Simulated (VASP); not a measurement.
# SnO (P4/nmm) in VASP: settings compared

The runs below take SnO through single point, with RPBE, r2SCAN.

Program: VASP 6.6.1. These are calculated values, not measurements. Logs are shortened: lines on timing, memory, paths and dates and some standing lists are left out, and cuts for length are marked.

### Step 1. The cell of the first run

Symmetry: P4/nmm, No. 129, tetragonal system. Conventional cell: a = 3.912 Å, b = 3.912 Å, c = 5.659 Å, α = 90.00°, β = 90.00°, γ = 90.00°. Within 3.0 Å of Sn (site symmetry 4mm) lie 4 O at 2.28 Å. O (site symmetry -4m2) has 4 Sn at 2.28 Å and 4 O at 2.77 Å within 3.0 Å.

### Step 2. Single point, RPBE

INCAR reads:

```
SYSTEM = SnO
PREC = Accurate
ENCUT = 520
EDIFF = 1E-7
ISMEAR = -1
SIGMA = 0.05
LREAL = .False.
LASPH = .True.
NELM = 80
ALGO = Normal
ISIF = 2
LWAVE = .False.
LCHARG = .True.
GGA = RP
LELF = .True.
LVHAR = .True.
NBANDS = 28
```

KPOINTS reads:

```
Automatic mesh
0
Gamma
  7 7 6
  0 0 0
```

POSCAR reads:

```
SnO
1.0
    3.9124747198      0.0000000000      0.0000000000
    0.0000000000      3.9124747198      0.0000000000
    0.0000000000      0.0000000000      5.6587007224
Sn O
2 2
Direct
    0.5000000000      0.0000000000      0.7940200954
    0.0000000000      0.5000000000      0.2059799046
    0.0000000000      0.0000000000      0.0000000000
    0.5000000000      0.5000000000      0.0000000000
```

Potentials or basis: VASP PAW PBE potentials, release 64 (Sn_d, O).

Launch:

```sh
$ cat potpaw_PBE.64/Sn_d/POTCAR potpaw_PBE.64/O/POTCAR > POTCAR
$ mpirun -np 1 vasp_std > vasp.out
```

OUTCAR:

```text
SYSTEM = SnO
   PREC = Accurate
   ENCUT = 520
   EDIFF = 1E-7
   ISMEAR = -1
   LREAL = .False.
   LASPH = .True.
   NELM = 80
   ISIF = 2
   GGA = RP

 ion  position               nearest neighbor table
   1  0.500  0.000  0.794-   3 2.28   4 2.28   4 2.28   3 2.28   2 3.62   2 3.62   2 3.62   2 3.62

   2  0.000  0.500  0.206-   3 2.28   4 2.28   3 2.28   4 2.28   1 3.62   1 3.62   1 3.62   1 3.62

   3  0.000  0.000  0.000-   1 2.28   2 2.28   2 2.28   1 2.28
   4  0.500  0.500  0.000-   1 2.28   2 2.28   1 2.28   2 2.28

  LATTYP: Found a simple tetragonal cell.
 ALAT       =     3.9124747198
 C/A-ratio  =     1.4463226289

  Lattice vectors:

 A1 = (   3.9124747198,   0.0000000000,   0.0000000000)
 A2 = (   0.0000000000,   3.9124747198,   0.0000000000)
 A3 = (   0.0000000000,   0.0000000000,   5.6587007224)

Analysis of symmetry for initial positions (statically):
=====================================================================
 Subroutine PRICEL returns:
 Original cell was already a primitive cell.

 Routine SETGRP: Setting up the symmetry group for a
 simple tetragonal supercell.

 Subroutine GETGRP returns: Found 16 space group operations
 (whereof  8 operations were pure point group operations)
 out of a pool of 16 trial point group operations.

The static configuration has the point symmetry D_2d.
 The point group associated with its full space group is D_4h.

Analysis of symmetry for dynamics (positions and initial velocities):
=====================================================================
 Subroutine PRICEL returns:
 Original cell was already a primitive cell.

 Routine SETGRP: Setting up the symmetry group for a
 simple tetragonal supercell.

 Subroutine GETGRP returns: Found 16 space group operations
 (whereof  8 operations were pure point group operations)
 out of a pool of 16 trial point group operations.

The dynamic configuration has the point symmetry D_2d.
 The point group associated with its full space group is D_4h.

 Subroutine INISYM returns: Found 16 space group operations
 (whereof  8 operations are pure point group operations),
 and found     1 'primitive' translations

----------------------------------------------------------------------------------------

                                     Primitive cell

  volume of cell :      86.6203

  direct lattice vectors                    reciprocal lattice vectors
     3.912474720  0.000000000  0.000000000     0.255592706  0.000000000  0.000000000
     0.000000000  3.912474720  0.000000000     0.000000000  0.255592706  0.000000000
     0.000000000  0.000000000  5.658700722     0.000000000  0.000000000  0.176719012

  length of vectors
     3.912474720  3.912474720  5.658700722     0.255592706  0.255592706  0.176719012

  position of ions in fractional coordinates (direct lattice)
     0.500000000  0.000000000  0.794020095
     0.000000000  0.500000000  0.205979905
     0.000000000  0.000000000  0.000000000
     0.500000000  0.500000000  0.000000000

  ion indices of the primitive-cell ions
   primitive index   ion index
                 1           1
                 2           2
                 3           3
                 4           4

----------------------------------------------------------------------------------------

 KPOINTS: Automatic mesh

Automatic generation of k-mesh.
 Grid dimensions read from file:
 generate k-points for:    7    7    6

 Generating k-lattice:

  Cartesian coordinates                     Fractional coordinates (reciprocal lattice)
     0.036513244  0.000000000  0.000000000     0.142857143  0.000000000  0.000000000
     0.000000000  0.036513244  0.000000000     0.000000000  0.142857143  0.000000000
     0.000000000  0.000000000  0.029453169     0.000000000  0.000000000  0.166666667

  Length of vectors
     0.036513244  0.036513244  0.029453169

  Shift w.r.t. Gamma in fractional coordinates (k-lattice)
     0.000000000  0.000000000  0.000000000

 Subroutine IBZKPT returns following result:
 ===========================================

 Found     40 irreducible k-points:

 Following reciprocal coordinates:
            Coordinates               Weight
  0.000000  0.000000  0.000000      1.000000
  0.142857  0.000000  0.000000      4.000000
  0.285714  0.000000  0.000000      4.000000
  0.428571  0.000000  0.000000      4.000000
  0.142857  0.142857  0.000000      4.000000
  0.285714  0.142857  0.000000      8.000000
[... 16 lines left out ...]
  0.285714  0.000000  0.333333      8.000000
  0.428571  0.000000  0.333333      8.000000
 [... further k-points ...]
   k-points           NKPTS =     40   k-points in BZ     NKDIM =     40   number of bands    NBANDS=     28
   number of dos      NEDOS =    301   number of ions     NIONS =      4
   total plane-waves  NPLWV =  37800
   dimension x,y,z NGX =    30 NGY =   30 NGZ =   42
   dimension x,y,z NGXF=    60 NGYF=   60 NGZF=   84
   ions per type =               2   2
   NGX,Y,Z   is equivalent  to a cutoff of  12.75, 12.75, 12.34 a.u.
   NGXF,Y,Z  is equivalent  to a cutoff of  25.49, 25.49, 24.68 a.u.
 SYSTEM =  SnO
   PREC   = accura    normal or accurate (medium, high low for compatibility)
   ISTART =      0    job   : 0-new  1-cont  2-samecut
   ICHARG =      2    charge: 1-file 2-atom 10-const
   ISPIN  =      1    spin polarized calculation?
   LNONCOLLINEAR =      F non collinear calculations
   LSORBIT =      F    spin-orbit coupling
   LASPH  =      T    aspherical Exc in radial PAW
   ENCUT  =  520.0 eV  38.22 Ry    6.18 a.u.   7.27  7.27 10.52*2*pi/ulx,y,z
   NELM   =     80;   NELMIN=  2; NELMDL= -5     # of ELM steps
   EDIFF  = 0.1E-06   stopping-criterion for ELM
   LREAL  =      F    real-space projection
   EDIFFG = 0.1E-05   stopping-criterion for IOM
   NSW    =      0    number of steps for IOM
   IBRION =     -1    ionic relax: 0-MD 1-quasi-New 2-CG
   NFREE  =      0    steps in history (QN), initial steepest desc. (CG)
   ISIF   =      2    stress and relaxation
   ISYM   =      2    0-nonsym 1-usesym 2-fastsym
   POTIM  = 0.5000    time-step for ionic-motion
   TEBEG  =    0.0;   TEEND  =   0.0 temperature during run
   PSTRESS=    0.0 pullay stress
   NELECT =      40.0000    total number of electrons
   NUPDOWN=      -1.0000    fix difference up-down
   EMIN   =  10.00;   EMAX   =-10.00  energy-range for DOS
   EFERMI =   0.00;   METHOD = LEGACY
   ISMEAR =    -1;   SIGMA  =   0.05  broadening in eV -4-tet -1-fermi 0-gaus
   EFERMI_NEDOS =   21; number of points for ismear=-14 and -15
   IALGO  =     38    algorithm
   IMIX   =      4    mixing-type and parameters
     AMIX     =   0.40;   BMIX     =  1.00
     AMIX_MAG =   1.60;   BMIX_MAG =  1.00
  volume/ion in A,a.u.               =      21.66       146.14
  Fermi-wavevector in a.u.,A,eV,Ry     =   1.265382  2.391225 21.785525  1.601191
  Thomas-Fermi vector in A             =   2.398638
   LORBIT       =      0    0 simple, 1 ext, 2 COOP (PROOUT), +10 PAW based schemes
   GGA     = RP    functional components
   LHFCALC =     F    Hartree Fock is set to
   AEXX    =    0.0000 exact exchange contribution
   IVDW    =     0    specifies the selected vdW correction
   LEPSILON=     F    determine dielectric tensor
   LRPA    =     F    only Hartree local field effects (RPA)
 non-spin polarized calculation
  energy-cutoff  :      520.00
  volume of cell :       86.62
 maximum number of plane-waves:      2349
 NGX is ok and might be reduce to    30
   NGX = 15   NGY = 15   NGZ = 21

 number of electron      39.9999974 magnetization

 Free energy of the ion-electron system (eV)
  ---------------------------------------------------
  ext. energy  EPLUGINS =         0.00000000
  ---------------------------------------------------
  free energy    TOTEN  =       -21.28249042 eV

  energy without entropy =      -21.28249042  energy(sigma->0) =      -21.28249042

 E-fermi :   5.5321     XC(G=0):  -8.8288

 val. band max:        4.7531752238   @ k =   0.0000   0.0000   0.0000
 cond. band min:       6.3381266642   @ k =   0.4286   0.4286   0.0000
 fundamental gap:      1.5849514404
 Fermi energy:         5.5320987959

 k-point     1 :       0.0000    0.0000    0.0000
  band No.  band energies     occupation
      1     -16.7230      2.00000
      2     -16.4100      2.00000
      3     -16.3935      2.00000
      4     -16.3935      2.00000
      5     -16.3831      2.00000
      6     -16.3581      2.00000
[... 20 lines left out ...]
     27      12.5222      0.00000
     28      13.0048      0.00000

 k-point     2 :       0.1429    0.0000    0.0000
  band No.  band energies     occupation
      1     -16.7136      2.00000
      2     -16.4112      2.00000
      3     -16.3944      2.00000
      4     -16.3912      2.00000
      5     -16.3860      2.00000
      6     -16.3684      2.00000
[... 20 lines left out ...]
     27      12.7802      0.00000
     28      14.2056      0.00000

 k-point     3 :       0.2857    0.0000    0.0000
  band No.  band energies     occupation
      1     -16.6869      2.00000
      2     -16.4824      2.00000
      3     -16.3969      2.00000
      4     -16.3924      2.00000
      5     -16.3842      2.00000
      6     -16.3762      2.00000
[... 20 lines left out ...]
     27      13.1286      0.00000
     28      15.6005      0.00000

 k-point     4 :       0.4286    0.0000    0.0000
  band No.  band energies     occupation
      1     -16.6425      2.00000
      2     -16.5740      2.00000
      3     -16.3991      2.00000
      4     -16.3978      2.00000
      5     -16.3758      2.00000
      6     -16.3714      2.00000
[... 578 lines left out ...]
     27      12.8537      0.00000
     28      14.1897      0.00000

 k-point    23 :       0.2857    0.0000    0.3333
  band No.  band energies     occupation
      1     -16.6867      2.00000
      2     -16.4849      2.00000
      3     -16.3981      2.00000
      4     -16.3934      2.00000
      5     -16.3826      2.00000
      6     -16.3768      2.00000
[... 20 lines left out ...]
     27      13.5193      0.00000
     28      14.7135      0.00000

 k-point    24 :       0.4286    0.0000    0.3333
  band No.  band energies     occupation
      1     -16.6433      2.00000
      2     -16.5758      2.00000
      3     -16.4017      2.00000
      4     -16.4000      2.00000
      5     -16.3756      2.00000
      6     -16.3719      2.00000
[... 20 lines left out ...]
     27      14.1780      0.00000
     28      14.6660      0.00000

 [... further k-points ...]

------------------------ aborting loop because EDIFF is reached ----------------------------------------

  FORCE on cell =-STRESS in cart. coord.  units (eV):
  Direction    XX          YY          ZZ          XY          YZ          ZX
  --------------------------------------------------------------------------------------
  -------------------------------------------------------------------------------------
  Total        0.0805340      0.0805340      0.1161453      0.0000000      0.0000000      0.0000000
  in kB        1.4896004      1.4896004      2.1482877      0.0000000      0.0000000      0.0000000
  external PRESSURE =       1.7091628 kB  Pullay stress =       0.0000000 kB

 VOLUME and BASIS-vectors are now :
 -----------------------------------------------------------------------------
  energy-cutoff  :      520.00
  volume of cell :       86.62
      direct lattice vectors                 reciprocal lattice vectors
     3.912474720  0.000000000  0.000000000     0.255592706  0.000000000  0.000000000
     0.000000000  3.912474720  0.000000000     0.000000000  0.255592706  0.000000000
     0.000000000  0.000000000  5.658700722     0.000000000  0.000000000  0.176719012

 POSITION                                       TOTAL-FORCE (eV/Angst)
 -----------------------------------------------------------------------------------
      1.95624      0.00000      4.49312        -0.000000      0.000000     -0.075549
      0.00000      1.95624      1.16558         0.000000      0.000000      0.075549
      0.00000      0.00000      0.00000         0.000000     -0.000000      0.000000
      1.95624      1.95624      0.00000         0.000000      0.000000      0.000000
 -----------------------------------------------------------------------------------
    total drift:                                0.000000      0.000000      0.000000

  FREE ENERGIE OF THE ION-ELECTRON SYSTEM (eV)
  ---------------------------------------------------
  free  energy   TOTEN  =       -21.2824904233 eV

  energy  without entropy=      -21.2824904152  energy(sigma->0) =      -21.28249042
```

Wall time 45 s (1 thread of AMD EPYC 9R45 (Zen 5), shared host); peak memory 0.2 GiB.

Results:

```
Free energy            : -21.2825 eV
Pressure               : 0.2 GPa
Largest force          : 0.076 eV/Å
Band gap on the k mesh : 1.58 eV (least direct gap 1.79 eV)
```

Forces on the atoms (eV/Å):
```
Sn   0.000  0.000 -0.076
Sn   0.000  0.000  0.076
O    0.000  0.000  0.000
O    0.000  0.000  0.000
```

Caveat: the PAW data sets were made with another functional, which shifts forces and pressure a little; spin-orbit coupling is left out, which moves the levels of the heavy elements; an odd mesh through Γ misses points on the zone boundary, where band edges can lie.

### Step 3. Single point, r2SCAN

This run uses another cell than the first one, of 17.77 Å³/atom.

POSCAR reads:

```
SnO
1.0
    3.8136952200      0.0000000000      0.0000000000
    0.0000000000      3.8136952200      0.0000000000
    0.0000000000      0.0000000000      4.8869133000
Sn O
2 2
Direct
    0.5000000000      0.0000000000      0.7646261400
    0.0000000000      0.5000000000      0.2353738600
    0.0000000000      0.0000000000      0.0000000000
    0.5000000000      0.5000000000      0.0000000000
```

INCAR.step1 reads:

```
ALGO = Normal ; EDIFF = 1E-4
ENCUT = 520 ; GGA = PE
ISMEAR = -1 ; LASPH = T
LCHARG = F ; LREAL = F
LWAVE = T ; NBANDS = 28
NELM = 60 ; PREC = Accurate
SIGMA = 0.05
```

INCAR.step2 reads:

```
ALGO = Normal ; EDIFF = 1E-7
ENCUT = 520 ; ISIF = 2
ISMEAR = -1 ; ISTART = 1
LASPH = T ; LCHARG = F
LMIXTAU = T ; LREAL = F
LWAVE = F ; METAGGA = R2SCAN
NBANDS = 28 ; NELM = 60
PREC = Accurate ; SIGMA = 0.05
```

KPOINTS reads:

```
k-points
0
Gamma
  7 7 6
```

Potentials or basis: VASP PAW PBE potentials, release 64 (Sn_d, O).

Launch:

```sh
$ cat potpaw_PBE.64/Sn_d/POTCAR potpaw_PBE.64/O/POTCAR > POTCAR
$ cp INCAR.step1 INCAR
$ mpirun -np 1 vasp_std > vasp.out
$ cp INCAR.step2 INCAR
$ mpirun -np 1 vasp_std > vasp.out
```

Run time: 2.4 min. Hardware: 1 thread of AMD EPYC 9R45 (Zen 5), shared host; peak memory 0.18 GiB.

The run converged. Its results:

```yaml
Free_energy: -66.9044 eV
Pressure: 0.1 GPa
Largest_force: 0.016 eV/Å
Band_gap_on_the_k_mesh: 0.51 eV (least direct gap 2.37 eV)
```

Forces on the atoms (eV/Å):
```
Sn   0.000  0.000 -0.016
Sn   0.000  0.000  0.016
O    0.000  0.000  0.000
O    0.000  0.000  0.000
```

Stress tensor (GPa, compression positive):
```
0.07 0.00 0.00
0.00 0.07 0.00
0.00 0.00 0.20
```

Levels at points of the mesh, in eV from the valence-band top:
```tsv
k point	band 18	band 19	band 20	band 21	band 22	band 23
(0.00, 0.00, 0.00)	-3.54	-3.54	0.00	2.37	4.52	4.93
(0.00, 0.00, 0.50)	-3.55	-3.16	-2.49	1.98	3.20	3.20
```

Caveat: the PAW data sets were made with another functional, which shifts forces and pressure a little; spin-orbit coupling is left out, which moves the levels of the heavy elements; an odd mesh through Γ misses points on the zone boundary, where band edges can lie.
